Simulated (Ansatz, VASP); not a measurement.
## One calculation of HfN, two programs

```xyz
2
Lattice="0.0000 2.4548 2.4548 2.4548 0.0000 2.4548 2.4548 2.4548 0.0000" Properties=species:S:1:pos:R:3 pbc="T T T"
Hf    0.0000    0.0000    0.0000
N     3.6822    3.6822    3.6822
```

Alike in both runs: task single point; functional LDA; k mesh 16 × 16 × 16; occupations gaussian, width 0.15 eV; no spin polarisation.

|  | VASP | Ansatz |
| --- | --- | --- |
| version | VASP 6.6.1 | Ansatz 0.2.0 |
| potentials or method | VASP PAW LDA potentials, release 64 (Hf_pv, N), cutoff 520 eV | scalar-relativistic, plane waves, PAW |
| valence electrons in the cell | 15 | 31 |

Ansatz gave:

```
gap on the k mesh at the Fermi level (eV) : none
pressure (GPa)                            : -9.6
```

Q: What did VASP give for the same quantities?

A: gap on the k mesh at the Fermi level (eV): none; pressure (GPa): -10.0.

LDA's correlation is that of Perdew and Zunger in VASP and of Perdew and Wang (1992) in Ansatz. A gap of «none» marks a metal or a gap that the smearing closes. VASP's potentials hold 15 valence electrons a cell and Ansatz's 31, so a difference there can come from the potentials and not from the codes.

Spin-orbit coupling is off throughout.
